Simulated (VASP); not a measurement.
Set up this calculation in VASP 6.6.1, as the native input.

| Item | Value |
| --- | --- |
| Task | single point |
| Functional | PBEsol |
| Potentials or basis | VASP PAW PBE potentials, release 64 (Fe) |
| Cutoff | 520 eV |
| k mesh | 20 × 20 × 6 |
| Occupations | fermi-dirac, width 0.1 eV |
| Spin | no spin polarisation |
| Dipole correction | no |
| Further INCAR settings | ALGO = Normal; EDIFF = 1e-06; NBANDS = 24 |

The structure of Fe lies in POSCAR:

```
Fe
1.0
    2.4194832228      0.0000000000      0.0000000000
   -1.2097416114      2.0953339350      0.0000000000
    0.0000000000      0.0000000000      7.7882904502
Fe
4
Direct
    0.0000000000      1.0000000000      0.0000000000
    0.0000000000      1.0000000000      0.5000000000
    0.3333333333      0.6666666667      0.2500000000
    0.6666666667      0.3333333333      0.7500000000
```

This isn't the form of Fe at room conditions, which is bcc.

One way to write it, as run:

INCAR

```
SYSTEM = Fe
  PREC = Accurate
  ENCUT = 520
  EDIFF = 1E-6
  ISMEAR = -1
  SIGMA = 0.1
  LREAL = .False.
  LASPH = .True.
  NELM = 60
  ALGO = Normal
  ISIF = 2
  LWAVE = .False.
  LCHARG = .True.
  GGA = PS
  LELF = .True.
  LVHAR = .True.
  NBANDS = 24
```

KPOINTS

```
Automatic mesh
0
Gamma
  20 20 6
  0 0 0
```

Potentials or basis: VASP PAW PBE potentials, release 64 (Fe).

The run is started by

```console
$ cat potpaw_PBE.64/Fe/POTCAR > POTCAR
$ mpirun -np 1 vasp_std > vasp.out
```

It gave:

```yaml
Pressure: -0.4 GPa
Band_gap_on_the_k_mesh: zero (bands 16 and 17 overlap by 1.79 eV)
```

Caveat: the PAW data sets were made with another functional, which shifts forces and pressure a little; the run has no spin polarisation, though such a crystal can be magnetic.

It took 2.3 min on 1 thread of Intel(R) Xeon(R) Platinum 8375C CPU @ 2.90GHz (Ice Lake), on a shared host, peak memory 0.24 GiB.
